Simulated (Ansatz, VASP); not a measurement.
# Two plane-wave programs on V

The input INCAR:

```
SYSTEM = V
PREC = Accurate
ENCUT = 500
EDIFF = 1E-6
ISMEAR = 0
SIGMA = 0.05
LREAL = .FALSE.
LASPH = .TRUE.
NELM = 120
ALGO = Normal
ISIF = 2
LWAVE = .FALSE.
LCHARG = .TRUE.
LELF = .TRUE.
LVHAR = .TRUE.
NBANDS = 12
GGA_COMPAT = .FALSE.
```

KPOINTS

```
regular mesh
0
G
  22 22 22
  0 0 0
```

File POSCAR:

```
V
1.0
   -1.4627399321      1.4627399321      1.4627399321
    1.4627399321     -1.4627399321      1.4627399321
    1.4627399321      1.4627399321     -1.4627399321
V
1
Direct
    0.0000000000      0.0000000000      0.0000000000
```

Input for Ansatz:

```yaml
crystal:
  lattice:
    - [-1.4627399321, 1.4627399321, 1.4627399321]
    - [1.4627399321, -1.4627399321, 1.4627399321]
    - [1.4627399321, 1.4627399321, -1.4627399321]
  atoms:
    - { symbol: V, position: [0.0, 0.0, 0.0] }
basis:
  ecutwfc: 420
  ecutrho_ratio: 4
kpoints:
  mp_grid: { grid: [22, 22, 22] }
  band_path:
    path:
      - [[0.0, 0.0, 0.0], [0.5, -0.5, 0.5], [0.0, 0.0, 0.5], [0.0, 0.0, 0.0], [0.25, 0.25, 0.25], [0.5, -0.5, 0.5]]
      - [[0.25, 0.25, 0.25], [0.0, 0.0, 0.5]]
    npoints: 14
hamiltonian:
  xc: lda
scf:
  occupations: { method: gaussian, width: 0.05 }
  n_extra_bands: 10
output:
  forces: true
  stress: true
  eigenvalues: true
  populations: true
  dos: { projected: true, de: 0.02, nscf_kmesh: { grid: [33, 33, 33] } }
  bader: true
```

Alike in both runs: task single point; functional LDA; k mesh 22 × 22 × 22; occupations gaussian, width 0.05 eV; no spin polarisation.

|  | VASP | Ansatz |
| --- | --- | --- |
| version | VASP 6.6.1 | Ansatz 0.2.0 |
| potentials or method | VASP PAW LDA potentials, release 64 (V_sv), cutoff 500 eV | scalar-relativistic, plane waves, PAW |
| valence electrons in the cell | 13 | 13 |

VASP gave:

```
gap on the k mesh at the Fermi level (eV) : none
pressure (GPa)                            : 0.4
```

Estimate Ansatz's values.

gap on the k mesh at the Fermi level (eV): none; pressure (GPa): 0.0.

LDA's correlation is that of Perdew and Zunger in VASP and of Perdew and Wang (1992) in Ansatz. A gap of «none» marks a metal or a gap that the smearing closes.
